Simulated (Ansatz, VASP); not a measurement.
**Ta in VASP and in Ansatz**

```
Ta
1.0
     2.90037    0.00000    0.00000
    -1.45019    2.51180    0.00000
     0.00000    0.00000    5.16627
Ta
2
Direct
  0.51151 0.33333 0.66290
  0.33333 0.66667 0.25000
```

Alike in both runs: task single point; functional PBEsol; k mesh 18 × 18 × 10; occupations gaussian, width 0.15 eV; no spin polarisation.

|  | VASP | Ansatz |
| --- | --- | --- |
| version | VASP 6.6.1 | Ansatz 0.2.0 |
| potentials or method | VASP PAW PBE potentials, release 64 (Ta_pv), cutoff 520 eV | scalar-relativistic, plane waves, PAW |
| valence electrons in the cell | 22 | 26 |

```csv
,VASP,Ansatz,Ansatz less VASP
gap on the k mesh at the Fermi level (eV),none,none,-
pressure (GPa),8.1,7.8,-0.30
"traceless stress, the component that is largest in VASP (GPa)",-7.88,-7.87,+0.012
rms of the force components (eV/Å),2.344,2.327,-0.0168
```

VASP's potentials were made for PBE, not for PBEsol. Atom by atom the forces differ by 0.017 eV/Å (rms over components). A gap of «none» marks a metal or a gap that the smearing closes. VASP's potentials hold 22 valence electrons a cell and Ansatz's 26, so a difference there can come from the potentials and not from the codes.

Spin-orbit coupling is off throughout.
